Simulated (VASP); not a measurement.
AlNi3, 4 atoms in the cell. It takes space group Pm-3m (No. 221, cubic). The conventional cell has a = 3.523 Å, b = 3.523 Å, c = 3.523 Å, α = 90.00°, β = 90.00°, γ = 90.00°. Ni (site symmetry 4/mmm) has 8 Ni at 2.49 Å and 4 Al at 2.49 Å within 3.3 Å. Al (site symmetry m-3m) has 12 Ni at 2.49 Å within 3.3 Å. 

| Property | Result |
| --- | --- |
| Program | VASP 6.6.1 |
| Task | single point |
| Functional | PBE |
| Potentials or basis | VASP PAW PBE potentials, release 64 (Ni_sv_GW, Al) |
| Cutoff | 690 eV |
| k mesh | 6 × 6 × 6 |
| Occupations | fermi-dirac, width 0.05 eV |
| Spin | collinear spin, ferromagnetic start |
| Starting moments | [1.0, 1.0, 1.0, 0.0] μB |
| Fixed moment | 3 μB |
| Dipole correction | no |
| Further INCAR settings | ALGO = Normal; EDIFF = 1e-06; NBANDS = 40 |

Potentials or basis: VASP PAW PBE potentials, release 64 (Ni_sv_GW, Al).

The run is started by

```bash
$ cat potpaw_PBE.64/Ni_sv_GW/POTCAR potpaw_PBE.64/Al/POTCAR > POTCAR
$ mpirun -np 1 vasp_std > vasp.out
```

Hardware: 1 thread of Intel(R) Xeon(R) 6975P-C (Granite Rapids), with other jobs on the host.

Question: How long does it take, and how much memory?

Answer: Wall time 67 s on 1 thread of Intel(R) Xeon(R) 6975P-C (Granite Rapids), with other jobs on the host, peak memory 0.24 GiB. Counts: scf iterations 15, k points 20.
